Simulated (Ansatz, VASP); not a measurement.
**Pb2O: VASP beside Ansatz**

The input INCAR:

```
SYSTEM = Pb2O
PREC = Accurate
ENCUT = 600
EDIFF = 1E-6
ISMEAR = 0
SIGMA = 0.1
LREAL = .FALSE.
LASPH = .TRUE.
NELM = 60
ALGO = Normal
ISIF = 3
LWAVE = .FALSE.
LCHARG = .FALSE.
GGA = PE
IBRION = 2
NSW = 100
EDIFFG = -0.005
```

File KPOINTS:

```
Automatic mesh
0
G
  8 8 8
  0 0 0
```

POSCAR

```
Pb2O
1.0
    5.3800000000      0.0000000000      0.0000000000
    0.0000000000      5.3800000000      0.0000000000
    0.0000000000      0.0000000000      5.3800000000
Pb O
4 2
Direct
    0.2500000000      0.2500000000      0.2500000000
    0.7500000000      0.7500000000      0.2500000000
    0.2500000000      0.7500000000      0.7500000000
    0.7500000000      0.2500000000      0.7500000000
    0.0000000000      0.0000000000      0.0000000000
    0.5000000000      0.5000000000      0.5000000000
```

Input for Ansatz:

```yaml
crystal:
  lattice:
    - [5.38, 0.0, 0.0]
    - [0.0, 5.38, 0.0]
    - [0.0, 0.0, 5.38]
  atoms:
    - { symbol: Pb, position: [0.25, 0.25, 0.25] }
    - { symbol: Pb, position: [0.75, 0.75, 0.25] }
    - { symbol: Pb, position: [0.25, 0.75, 0.75] }
    - { symbol: Pb, position: [0.75, 0.25, 0.75] }
    - { symbol: O, position: [0.0, 0.0, 0.0] }
    - { symbol: O, position: [0.5, 0.5, 0.5] }
basis:
  ecutwfc: 420
kpoints:
  mp_grid: { grid: [8, 8, 8] }
hamiltonian:
  xc: pbe
scf:
  occupations: { method: gaussian, width: 0.1 }
output:
  forces: true
  stress: true
  eigenvalues: true
  write_density: true
  write_potential: true
  elf: true
  volumetric_format: npy
relax:
  adjacent_minimum: "off"
  f_tol: 0.005
  max_steps: 80
  cell: { stress_tol: 0.05 }
```

Alike in both runs: task relaxation of cell and atoms; functional PBE; k mesh 8 × 8 × 8; occupations gaussian, width 0.1 eV; no spin polarisation.

```csv
,VASP,Ansatz
version,VASP 6.6.1,Ansatz 0.2.0
potentials or method,"VASP PAW PBE potentials, release 64 (Pb_d, O), cutoff 600 eV","scalar-relativistic, plane waves, PAW"
valence electrons in the cell,68,68
```

```csv
,VASP,Ansatz,Ansatz less VASP
"gap on the k mesh at the Fermi level, each at its own relaxed structure (eV)",none,none,-
relaxed volume (Å³/atom),27.36,27.36,0.000
relaxed length of the cell vector where the two differ most in proportion (Å),5.475,5.475,0.0000
```

A gap of «none» marks a metal or a gap that the smearing closes.

Spin-orbit coupling is off throughout.
